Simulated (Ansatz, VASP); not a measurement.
# MgS: VASP beside Ansatz

File INCAR:

```
PREC = Accurate
ENCUT = 520
EDIFF = 1E-6
ISMEAR = 0
SIGMA = 0.05
LREAL = False
LASPH = True
NELM = 60
ALGO = Normal
ISIF = 2
LWAVE = False
LCHARG = False
GGA = PS
NBANDS = 11
```

File KPOINTS:

```
regular mesh
0
Gamma
  8 8 8
```

POSCAR

```
MgS
1.0
    0.0000000000      2.6016500000      2.6016500000
    2.6016500000      0.0000000000      2.6016500000
    2.6016500000      2.6016500000      0.0000000000
Mg S
1 1
Direct
    0.0000000000     -0.1729671555      0.0000000000
    0.5000000000      0.5000000000      0.5000000000
```

Input for Ansatz:

```yaml
crystal:
  lattice:
    - [0.0, 2.60165, 2.60165]
    - [2.60165, 0.0, 2.60165]
    - [2.60165, 2.60165, 0.0]
  atoms:
    - { symbol: Mg, position: [0.0, -0.1729671555, 0.0] }
    - { symbol: S, position: [0.5, 0.5, 0.5] }
basis:
  ecutwfc: 420
kpoints:
  mp_grid: { grid: [8, 8, 8] }
hamiltonian:
  xc: pbesol
scf:
  occupations: { method: gaussian, width: 0.05 }
output:
  forces: true
  stress: true
  eigenvalues: true
  write_density: true
  write_potential: true
  elf: true
  volumetric_format: npy
```

Alike in both runs: task single point; functional PBEsol; k mesh 8 × 8 × 8; occupations gaussian, width 0.05 eV; no spin polarisation.

|  | VASP | Ansatz |
| --- | --- | --- |
| version | VASP 6.6.1 | Ansatz 0.2.0 |
| potentials or method | VASP PAW PBE potentials, release 64 (Mg, S), cutoff 520 eV | scalar-relativistic, plane waves, PAW |
| valence electrons in the cell | 8 | 16 |

|  | VASP | Ansatz | Ansatz less VASP |
| --- | --- | --- | --- |
| gap on the k mesh at the Fermi level (eV) | 2.79 | 2.79 | -0.005 |
| least direct gap on the mesh (eV) | 3.50 | 3.49 | -0.002 |
| pressure (GPa) | 12.2 | 12.1 | -0.02 |
| traceless stress, the component that is largest in VASP (GPa) | -15.56 | -15.42 | +0.136 |
| rms of the force components (eV/Å) | 1.509 | 1.496 | -0.0127 |

VASP's potentials were made for PBE, not for PBEsol. Atom by atom the forces differ by 0.013 eV/Å (rms over components). The functional is the same, so the differences come from potentials, cutoffs and numerics. VASP's potentials hold 8 valence electrons a cell and Ansatz's 16, so a difference there can come from the potentials and not from the codes.
